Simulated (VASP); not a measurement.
Wanted: the native input for a VASP 6.6.1 run.

- Task: single point
- Functional: PBE
- Potentials or basis: VASP PAW PBE potentials, release 64 (W_sv, F)
- Cutoff: 520 eV
- k mesh: 6 × 6 × 6
- Occupations: gaussian, width 0.1 eV
- Spin: no spin polarisation
- Dipole correction: no
- Further INCAR settings: ALGO = Normal; EDIFF = 1e-07; NBANDS = 18

The structure of WF lies in POSCAR:

```
WF
1.0
    0.0000000000      2.4590549219      2.4590549219
    2.4590549219      0.0000000000      2.4590549219
    2.4590549219      2.4590549219      0.0000000000
W F
1 1
Direct
    0.0000000000      0.0000000000      0.0000000000
    0.7500000000      0.7500000000      0.7500000000
```

The input as run:

INCAR

```
SYSTEM = WF
ALGO = Normal ; EDIFF = 1E-7
ENCUT = 520 ; GGA = PE
ISIF = 2 ; ISMEAR = 0
LASPH = .True. ; LCHARG = .False.
LREAL = .False. ; LWAVE = .False.
NBANDS = 18 ; NELM = 100
PREC = Accurate ; SIGMA = 0.1
```

KPOINTS

```
k-points
0
Gamma
  6 6 6
  0 0 0
```

Potentials or basis: VASP PAW PBE potentials, release 64 (W_sv, F).

Command:

```bash
$ cat potpaw_PBE.64/W_sv/POTCAR potpaw_PBE.64/F/POTCAR > POTCAR
$ mpirun -np 1 vasp_std > vasp.out
```

It gave:

The pressure is -5.2 GPa and the band gap on the k mesh is zero (an odd number of electrons rules out a gap without spin polarisation).

Caveat: the k points lie up to 0.37 Å⁻¹ apart, too coarse for converged energies and pressures of a metal; spin-orbit coupling is left out, which moves the levels of the heavy elements; an odd number of electrons without spin polarisation forces a metal; a magnetic or distorted state may lie lower.

Run time: 17 s on 1 thread of Intel Xeon 8259CL, with other jobs on the host, peak memory 0.16 GiB.
